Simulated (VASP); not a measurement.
# Nb (Im-3m) in VASP: notebook

Nb is run at these levels: PBEsol; tasks: single point, relaxation of cell and atoms.

Program: VASP 6.6.1. These are calculated values, not measurements. Logs are shortened: lines on timing, memory, paths and dates and some standing lists are left out, and cuts for length are marked.

**1. The cell of the first run**

It takes space group Im-3m (No. 229, cubic). Conventional cell: a = 3.272 Å, b = 3.272 Å, c = 3.272 Å, α = 90.00°, β = 90.00°, γ = 90.00°. Within 3.7 Å of Nb (site symmetry m-3m) lie 14 Nb at 2.83 to 3.27 Å.

**2. Single point, PBEsol**

File INCAR:

```
PREC     = Accurate       # precision mode
ENCUT    = 520            # plane-wave cutoff, eV
EDIFF    = 1E-6           # SCF threshold, eV
ISMEAR   = -1             # smearing method
SIGMA    = 0.05           # smearing width, eV
LREAL    = F              # projectors in reciprocal space
LASPH    = T              # aspherical terms in the spheres
NELM     = 60             # most SCF steps
ALGO     = Normal         # electronic algorithm
ISIF     = 2              # what is computed and relaxed
LWAVE    = F              # write WAVECAR
LCHARG   = T              # write CHGCAR
GGA      = PS             # functional
LELF     = T              # ELF
LVHAR    = T            
NBANDS   = 12             # bands
```

File KPOINTS:

```
regular mesh
0
Gamma
  10 10 10
```

File POSCAR:

```
Nb
1.0
   -1.6357868471      1.6357868471      1.6357868471
    1.6357868471     -1.6357868471      1.6357868471
    1.6357868471      1.6357868471     -1.6357868471
Nb
1
Direct
    0.0000000000      0.0000000000      0.0000000000
```

Potentials or basis: VASP PAW PBE potentials, release 64 (Nb_sv).

Started as:

```bash
> cat potpaw_PBE.64/Nb_sv/POTCAR > POTCAR
> mpirun -np 1 vasp_std > vasp.out
```

OUTCAR:

```text
PREC = Accurate
   ENCUT = 520
   EDIFF = 1E-6
   ISMEAR = -1
   LREAL = F
   LASPH = T
   NELM = 60
   ISIF = 2
   GGA = PS

 ion  position               nearest neighbor table
   1  0.000  0.000  0.000-

  LATTYP: Found a body centered cubic cell.
 ALAT       =     3.2715736942

  Lattice vectors:

 A1 = (  -1.6357868471,   1.6357868471,   1.6357868471)
 A2 = (   1.6357868471,  -1.6357868471,   1.6357868471)
 A3 = (   1.6357868471,   1.6357868471,  -1.6357868471)

Analysis of symmetry for initial positions (statically):
=====================================================================
 Subroutine PRICEL returns:
 Original cell was already a primitive cell.

 Routine SETGRP: Setting up the symmetry group for a
 body centered cubic supercell.

 Subroutine GETGRP returns: Found 48 space group operations
 (whereof 48 operations were pure point group operations)
 out of a pool of 48 trial point group operations.

The static configuration has the point symmetry O_h .

Analysis of symmetry for dynamics (positions and initial velocities):
=====================================================================
 Subroutine PRICEL returns:
 Original cell was already a primitive cell.

 Routine SETGRP: Setting up the symmetry group for a
 body centered cubic supercell.

 Subroutine GETGRP returns: Found 48 space group operations
 (whereof 48 operations were pure point group operations)
 out of a pool of 48 trial point group operations.

The dynamic configuration has the point symmetry O_h .

 Subroutine INISYM returns: Found 48 space group operations
 (whereof 48 operations are pure point group operations),
 and found     1 'primitive' translations

----------------------------------------------------------------------------------------

                                     Primitive cell

  volume of cell :      17.5081

  direct lattice vectors                    reciprocal lattice vectors
    -1.635786847  1.635786847  1.635786847     0.000000000  0.305663296  0.305663296
     1.635786847 -1.635786847  1.635786847     0.305663296  0.000000000  0.305663296
     1.635786847  1.635786847 -1.635786847     0.305663296  0.305663296  0.000000000

  length of vectors
     2.833265930  2.833265930  2.833265930     0.432273179  0.432273179  0.432273179

  position of ions in fractional coordinates (direct lattice)
     0.000000000  0.000000000  0.000000000

  ion indices of the primitive-cell ions
   primitive index   ion index
                 1           1

----------------------------------------------------------------------------------------

 KPOINTS: regular mesh

Automatic generation of k-mesh.
 Grid dimensions read from file:
 generate k-points for:   10   10   10

 Generating k-lattice:

  Cartesian coordinates                     Fractional coordinates (reciprocal lattice)
     0.000000000  0.030566330  0.030566330     0.100000000  0.000000000  0.000000000
     0.030566330  0.000000000  0.030566330     0.000000000  0.100000000  0.000000000
     0.030566330  0.030566330  0.000000000     0.000000000  0.000000000  0.100000000

  Length of vectors
     0.043227318  0.043227318  0.043227318

  Shift w.r.t. Gamma in fractional coordinates (k-lattice)
     0.000000000  0.000000000  0.000000000

 Subroutine IBZKPT returns following result:
 ===========================================

 Found     47 irreducible k-points:

 Following reciprocal coordinates:
            Coordinates               Weight
  0.000000  0.000000  0.000000      1.000000
  0.100000  0.000000  0.000000     12.000000
  0.200000  0.000000  0.000000     12.000000
  0.300000  0.000000  0.000000     12.000000
  0.400000  0.000000  0.000000     12.000000
  0.500000  0.000000  0.000000      6.000000
[... 16 lines left out ...]
  0.300000  0.300000  0.100000      8.000000
 -0.300000  0.300000  0.100000     24.000000
 [... further k-points ...]
   k-points           NKPTS =     47   k-points in BZ     NKDIM =     47   number of bands    NBANDS=     12
   number of dos      NEDOS =    301   number of ions     NIONS =      1
   total plane-waves  NPLWV =  13824
   dimension x,y,z NGX =    24 NGY =   24 NGZ =   24
   dimension x,y,z NGXF=    48 NGYF=   48 NGZF=   48
   ions per type =               1
   NGX,Y,Z   is equivalent  to a cutoff of  14.08, 14.08, 14.08 a.u.
   NGXF,Y,Z  is equivalent  to a cutoff of  28.16, 28.16, 28.16 a.u.
 SYSTEM =  unknown system
   PREC   = accura    normal or accurate (medium, high low for compatibility)
   ISTART =      0    job   : 0-new  1-cont  2-samecut
   ICHARG =      2    charge: 1-file 2-atom 10-const
   ISPIN  =      1    spin polarized calculation?
   LNONCOLLINEAR =      F non collinear calculations
   LSORBIT =      F    spin-orbit coupling
   LASPH  =      T    aspherical Exc in radial PAW
   ENCUT  =  520.0 eV  38.22 Ry    6.18 a.u.   5.27  5.27  5.27*2*pi/ulx,y,z
   NELM   =     60;   NELMIN=  2; NELMDL= -5     # of ELM steps
   EDIFF  = 0.1E-05   stopping-criterion for ELM
   LREAL  =      F    real-space projection
   EDIFFG = 0.1E-04   stopping-criterion for IOM
   NSW    =      0    number of steps for IOM
   IBRION =     -1    ionic relax: 0-MD 1-quasi-New 2-CG
   NFREE  =      0    steps in history (QN), initial steepest desc. (CG)
   ISIF   =      2    stress and relaxation
   ISYM   =      2    0-nonsym 1-usesym 2-fastsym
   POTIM  = 0.5000    time-step for ionic-motion
   TEBEG  =    0.0;   TEEND  =   0.0 temperature during run
   PSTRESS=    0.0 pullay stress
   NELECT =      13.0000    total number of electrons
   NUPDOWN=      -1.0000    fix difference up-down
   EMIN   =  10.00;   EMAX   =-10.00  energy-range for DOS
   EFERMI =   0.00;   METHOD = LEGACY
   ISMEAR =    -1;   SIGMA  =   0.05  broadening in eV -4-tet -1-fermi 0-gaus
   EFERMI_NEDOS =   21; number of points for ismear=-14 and -15
   IALGO  =     38    algorithm
   IMIX   =      4    mixing-type and parameters
     AMIX     =   0.40;   BMIX     =  1.00
     AMIX_MAG =   1.60;   BMIX_MAG =  1.00
  volume/ion in A,a.u.               =      17.51       118.15
  Fermi-wavevector in a.u.,A,eV,Ry     =   1.482436  2.801398 29.900381  2.197616
  Thomas-Fermi vector in A             =   2.596222
   LORBIT       =      0    0 simple, 1 ext, 2 COOP (PROOUT), +10 PAW based schemes
   GGA     = PS    functional components
   LHFCALC =     F    Hartree Fock is set to
   AEXX    =    0.0000 exact exchange contribution
   IVDW    =     0    specifies the selected vdW correction
   LEPSILON=     F    determine dielectric tensor
   LRPA    =     F    only Hartree local field effects (RPA)
 non-spin polarized calculation
  energy-cutoff  :      520.00
  volume of cell :       17.51
 maximum number of plane-waves:       490
 NGX is ok and might be reduce to    24
   NGX = 11   NGY = 11   NGZ = 11

 number of electron      13.0000001 magnetization

 Free energy of the ion-electron system (eV)
  ---------------------------------------------------
  ext. energy  EPLUGINS =         0.00000000
  ---------------------------------------------------
  free energy    TOTEN  =       -10.93536176 eV

  energy without entropy =      -10.91954949  energy(sigma->0) =      -10.92745562

 E-fermi :  11.4681     XC(G=0): -12.7758

 val. band max:       11.4179445038   @ k =   0.3000   0.2000   0.1000
 cond. band min:      11.4728791343   @ k =  -0.2000   0.2000   0.1000
 fundamental gap:      0.0549346305
 Fermi energy:        11.4681152567

 k-point     1 :       0.0000    0.0000    0.0000
  band No.  band energies     occupation
      1     -42.7772      2.00000
      2     -18.0295      2.00000
      3     -18.0295      2.00000
      4     -18.0295      2.00000
      5       5.4227      2.00000
      6      11.8081      0.00223
      7      11.8081      0.00223
      8      11.8081      0.00223
      9      14.8139      0.00000
     10      14.8139      0.00000
     11      25.7337      0.00000
     12      25.7337      0.00000

 k-point     2 :       0.1000    0.0000    0.0000
  band No.  band energies     occupation
      1     -42.7513      2.00000
      2     -18.1838      2.00000
      3     -18.0761      2.00000
      4     -18.0310      2.00000
      5       5.8423      2.00000
      6      11.5508      0.32132
      7      11.7312      0.01032
      8      12.2177      0.00000
      9      14.4580      0.00000
     10      14.8168      0.00000
     11      26.0646      0.00000
     12      26.4640      0.00000

 k-point     3 :       0.2000    0.0000    0.0000
  band No.  band energies     occupation
      1     -42.6828      2.00000
      2     -18.5748      2.00000
      3     -18.1961      2.00000
      4     -18.0348      2.00000
      5       6.8817      2.00000
      6      10.9499      1.99994
      7      11.4122      1.50704
      8      13.3952      0.00000
      9      14.1820      0.00000
     10      14.8842      0.00000
     11      26.3558      0.00000
     12      27.9801      0.00000
[... 286 lines left out ...]
 k-point    23 :       0.3000    0.3000    0.1000
  band No.  band energies     occupation
      1     -42.4763      2.00000
      2     -18.9901      2.00000
      3     -18.9901      2.00000
      4     -18.3588      2.00000
      5       9.3160      2.00000
      6      10.7049      2.00000
      7      10.7049      2.00000
      8      15.5386      0.00000
      9      15.5386      0.00000
     10      21.5157      0.00000
     11      22.9071      0.00000
     12      22.9071      0.00000

 k-point    24 :      -0.3000    0.3000    0.1000
  band No.  band energies     occupation
      1     -42.5760      2.00000
      2     -19.0140      2.00000
      3     -18.3932      2.00000
      4     -18.1501      2.00000
      5       8.0847      2.00000
      6      10.7184      2.00000
      7      11.1523      1.99639
      8      13.5938      0.00000
      9      15.0278      0.00000
     10      15.8155      0.00000
     11      25.4861      0.00000
     12      27.5095      0.00000

 [... further k-points ...]

------------------------ aborting loop because EDIFF is reached ----------------------------------------

  FORCE on cell =-STRESS in cart. coord.  units (eV):
  Direction    XX          YY          ZZ          XY          YZ          ZX
  --------------------------------------------------------------------------------------
  -------------------------------------------------------------------------------------
  Total       -0.0239054     -0.0239054     -0.0239054      0.0000000     -0.0000000     -0.0000000
  in kB       -2.1875967     -2.1875967     -2.1875967      0.0000000     -0.0000000     -0.0000000
  external PRESSURE =      -2.1875967 kB  Pullay stress =       0.0000000 kB

 VOLUME and BASIS-vectors are now :
 -----------------------------------------------------------------------------
  energy-cutoff  :      520.00
  volume of cell :       17.51
      direct lattice vectors                 reciprocal lattice vectors
    -1.635786847  1.635786847  1.635786847     0.000000000  0.305663296  0.305663296
     1.635786847 -1.635786847  1.635786847     0.305663296  0.000000000  0.305663296
     1.635786847  1.635786847 -1.635786847     0.305663296  0.305663296  0.000000000

 POSITION                                       TOTAL-FORCE (eV/Angst)
 -----------------------------------------------------------------------------------
      0.00000      0.00000      0.00000        -0.000000      0.000000      0.000000
 -----------------------------------------------------------------------------------
    total drift:                               -0.000000     -0.000000      0.000000

  FREE ENERGIE OF THE ION-ELECTRON SYSTEM (eV)
  ---------------------------------------------------
  free  energy   TOTEN  =       -10.9353617564 eV

  energy  without entropy=      -10.9195494930  energy(sigma->0) =      -10.92745562
```

Wall time 5.8 s (1 thread of AMD EPYC 9R45 (Zen 5), shared host); peak memory 0.11 GiB.

What came out:

| Quantity | Value |
| --- | --- |
| Free energy | -10.9354 eV |
| Pressure | -0.2 GPa |

Levels at points of the mesh, in eV from the Fermi level:
```
           k point  band 2  band 3  band 4  band 5  band 6  band 7  band 8  band 9  band 10  band 11
(0.00, 0.00, 0.00)  -29.50  -29.50  -29.50   -6.05    0.34    0.34    0.34    3.35     3.35    14.27
(0.50, 0.00, 0.00)  -30.99  -29.97  -29.51   -3.88   -1.77    2.40    3.40    4.11     6.64    11.68
(0.50, 0.50, 0.50)  -30.52  -30.52  -30.52   -3.92   -3.92    5.82    5.82    5.82     9.27     9.27
```

Caveat: the PAW data sets were made with another functional, which shifts forces and pressure a little.

**3. Relaxation of cell and atoms, PBEsol**

This run uses another cell than the first one, of 18.43 Å³/atom, 1.053 times its volume.

File INCAR:

```
SYSTEM = Nb
  PREC = Accurate
  ENCUT = 600
  EDIFF = 1E-6
  ISMEAR = -1
  SIGMA = 0.05
  LREAL = .False.
  LASPH = .True.
  NELM = 60
  ALGO = Normal
  ISIF = 3
  LWAVE = .False.
  LCHARG = .False.
  GGA = PS
  IBRION = 2
  NSW = 80
  EDIFFG = -0.03
```

File KPOINTS:

```
regular mesh
0
Gamma
  10 10 10
  0 0 0
```

File POSCAR:

```
Nb
1.0
   -1.6639500000      1.6639500000      1.6639500000
    1.6639500000     -1.6639500000      1.6639500000
    1.6639500000      1.6639500000     -1.6639500000
Nb
1
Direct
    0.0000000000      0.0000000000      0.0000000000
```

Potentials or basis: VASP PAW PBE potentials, release 64 (Nb_sv).

Started as:

```bash
> cat potpaw_PBE.64/Nb_sv/POTCAR > POTCAR
> mpirun -np 1 vasp_std > vasp.out
```

It took 15 s on 1 thread of AMD EPYC 9R45 (Zen 5), shared host; peak memory 0.12 GiB.

It converged, with:

- Free energy: -10.9360 eV
- Relaxed volume: 17.51 Å³/atom
- Relaxed cell: a = 2.834 Å, b = 2.834 Å, c = 2.834 Å, α = 109.47°, β = 109.47°, γ = 109.47°
- Space group after relaxing (to 0.05 Å): Im-3m (No. 229)
- Energy gained by relaxing: 25.2 meV/atom
- Ionic steps: 3
- Pressure after relaxing: -0.2 GPa

Step by step:
```csv
step,energy change (eV),largest force (eV/Å),pressure (GPa),volume (Å³)
1,0.0000,0.0000,-8.34,18.43
2,0.0527,0.0000,17.66,15.99
3,-0.0252,0.0000,-0.22,17.51
```

Final structure:
```
Nb
1.0
    -1.63593    1.63593    1.63593
     1.63593   -1.63593    1.63593
     1.63593    1.63593   -1.63593
Nb
1
Direct
  0.00000 0.00000 0.00000
```

Levels at points of the mesh, in eV from the Fermi level:
| k point | band 3 | band 4 | band 5 | band 6 | band 7 | band 8 | band 9 | band 10 |
| --- | --- | --- | --- | --- | --- | --- | --- | --- |
| (0.00, 0.00, 0.00) | -29.50 | -29.50 | -6.05 | 0.34 | 0.34 | 0.34 | 3.34 | 3.34 |
| (0.50, 0.00, 0.00) | -29.97 | -29.51 | -3.88 | -1.77 | 2.40 | 3.40 | 4.11 | 6.64 |
| (0.50, 0.50, 0.50) | -30.52 | -30.52 | -3.92 | -3.92 | 5.82 | 5.82 | 5.82 | 9.27 |

Caveat: the PAW data sets were made with another functional, which shifts forces and pressure a little.
